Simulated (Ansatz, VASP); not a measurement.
# One calculation of Te2Mo, two programs

```
Te Mo
1.0
     3.49640    0.00000    0.00000
    -1.74820    3.02797    0.00000
     0.00000    0.00000   13.70084
Te Mo
4 2
Direct
  0.33333 0.66667 0.61734
  0.66667 0.33333 0.11734
  0.33333 0.66667 0.88266
  0.66667 0.33333 0.38266
  0.33333 0.66667 0.25000
  0.66667 0.33333 0.75000
```

Alike in both runs: task relaxation of cell and atoms; functional LDA; k mesh 12 × 12 × 2; occupations gaussian, width 0.02 eV; no spin polarisation.

```csv
,VASP,Ansatz
version,VASP 6.6.1,Ansatz 0.2.0
potentials or method,"VASP PAW LDA potentials, release 64 (Te, Mo_sv), cutoff 600 eV","scalar-relativistic, plane waves, PAW"
valence electrons in the cell,52,92
```

Ansatz gave:

- gap on the k mesh at the Fermi level, each at its own relaxed structure (eV): 0.69
- relaxed volume (Å³/atom): 23.97
- relaxed cell length with the largest relative difference (Å): 3.473

Problem. What did VASP give for the same quantities?

Solution. gap on the k mesh at the Fermi level, each at its own relaxed structure (eV): 0.68; relaxed volume (Å³/atom): 23.99; relaxed cell length with the largest relative difference (Å): 3.475.

LDA's correlation is that of Perdew and Zunger in VASP and of Perdew and Wang (1992) in Ansatz. VASP's potentials hold 52 valence electrons a cell and Ansatz's 92, so a difference there can come from the potentials and not from the codes.

Spin-orbit coupling is off throughout.
